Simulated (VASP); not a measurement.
Input of a VASP 6.6.1 run:

The input INCAR:

```
PREC = Accurate ; ENCUT = 520
EDIFF = 1E-7 ; ISMEAR = 1
SIGMA = 0.1 ; LREAL = False
LASPH = True ; NELM = 60
ALGO = Normal ; ISIF = 2
LWAVE = False ; LCHARG = False
GGA = PE ; IVDW = 12
NBANDS = 22
```

The input KPOINTS:

```
Automatic mesh
0
Gamma
  8 8 8
```

POSCAR

```
CaIrN2
1.0
    1.6311782735      0.9417612153      4.9433921276
   -1.6311782735      0.9417612153      4.9433921276
    0.0000000000     -1.8835224306      4.9433921276
Ca Ir N
1 1 2
Direct
    0.0000000000      0.0000000000      0.0000000000
    0.5000000000      0.5000000000      0.5000000000
    0.7684620133      0.7684620133      0.7684620133
    0.2315379867      0.2315379867      0.2315379867
```

Potentials or basis: VASP PAW PBE potentials, release 64 (Ca_sv, Ir, N).

Launch:

```console
$ cat potpaw_PBE.64/Ca_sv/POTCAR potpaw_PBE.64/Ir/POTCAR potpaw_PBE.64/N/POTCAR > POTCAR
$ mpirun -np 1 vasp_std > vasp.out
```

(1) Predict the dispersion energy per atom.

(2) What does it give for the band gap on the k mesh?

(3) Estimate the largest force.

Answers

(1) -0.378 eV.

(2) zero (an odd number of electrons rules out a gap without spin polarisation).

(3) 0.058 eV/Å.

Caveat: spin-orbit coupling is left out, which moves the levels of the heavy elements; an odd number of electrons without spin polarisation forces a metal; a magnetic or distorted state may lie lower.
